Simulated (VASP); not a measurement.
A run of VASP 6.6.1 is set up as follows.

The input INCAR:

```
SYSTEM = Fe
ALGO = Normal ; EDIFF = 1E-7
ENCUT = 520 ; GGA = CA
ISIF = 2 ; ISMEAR = -1
ISPIN = 2 ; LASPH = .TRUE.
LCHARG = .FALSE. ; LMAXMIX = 4
LORBIT = 11 ; LREAL = .FALSE.
LWAVE = .FALSE. ; MAGMOM = 2.5
NBANDS = 14 ; NELM = 150
PREC = Accurate ; SIGMA = 0.05
```

Contents of KPOINTS:

```
k-points
0
G
  21 21 21
  0 0 0
```

POSCAR

```
Fe
1.0
   -1.2647749010      1.2647749010      1.2647749010
    1.2647749010     -1.2647749010      1.2647749010
    1.2647749010      1.2647749010     -1.2647749010
Fe
1
Direct
    0.0000000000      0.0000000000      0.0000000000
```

Potentials or basis: VASP PAW LDA potentials, release 64 (Fe).

The run is started by

```bash
$ cat potpaw_LDA.64/Fe/POTCAR > POTCAR
$ mpirun -np 1 vasp_std > vasp.out
```

(1) Predict the pressure.

(2) Estimate the net moment.

(3) Estimate the site moments.

Answers

(1) 109.0 GPa.

(2) 1.32 μB per cell.

(3) Fe +1.28 μB.

Caveat: the cell stands under pressure.
